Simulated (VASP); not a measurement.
Wanted: the native input for a VASP 6.6.1 run.

```yaml
Task: single point
Functional: PBEsol
Potentials_or_basis: VASP PAW PBE potentials, release 64 (Sc_sv, Al)
Cutoff: 520 eV
k_mesh: 14 × 14 × 14
Occupations: gaussian, width 0.15 eV
Spin: no spin polarisation
Dipole_correction: no
Further_INCAR_settings: ALGO = Fast; EDIFF = 1e-07; NBANDS = 14
```

The structure of ScAl lies in POSCAR:

```
ScAl
1.0
    3.5388664185      0.0000000000      0.0000000000
    0.0000000000      3.5388664185      0.0000000000
    0.0000000000      0.0000000000      3.5388664185
Sc Al
1 1
Direct
    0.5000000000      0.5000000000      0.5000000000
    0.0000000000      0.0000000000      0.0000000000
```

This cell differs from its parent crystal: strain +0.050 along x and y, +0.050 along z.

These files were run (other wordings do the same):

INCAR

```
PREC = Accurate ; ENCUT = 520
EDIFF = 1E-7 ; ISMEAR = 0
SIGMA = 0.15 ; LREAL = False
LASPH = True ; NELM = 100
ALGO = Fast ; ISIF = 2
LWAVE = False ; LCHARG = True
GGA = PS ; LELF = True
LVHAR = True ; NBANDS = 14
```

KPOINTS

```
Automatic mesh
0
Gamma
  14 14 14
```

Potentials or basis: VASP PAW PBE potentials, release 64 (Sc_sv, Al).

Run with:

```console
$ cat potpaw_PBE.64/Sc_sv/POTCAR potpaw_PBE.64/Al/POTCAR > POTCAR
$ mpirun -np 1 vasp_std > vasp.out
```

It gave:

```yaml
Pressure: -9.7 GPa
Band_gap_on_the_k_mesh: zero (bands 7 and 8 overlap by 1.37 eV)
```

Caveat: the cell differs from its parent crystal (strain +0.050 along x and y, +0.050 along z); the cell stands under tension; the PAW data sets were made with another functional, which shifts forces and pressure a little.

Run time: 38 s on 1 thread of Intel(R) Xeon(R) 6975P-C (Granite Rapids) (shared host), peak memory 0.2 GiB.
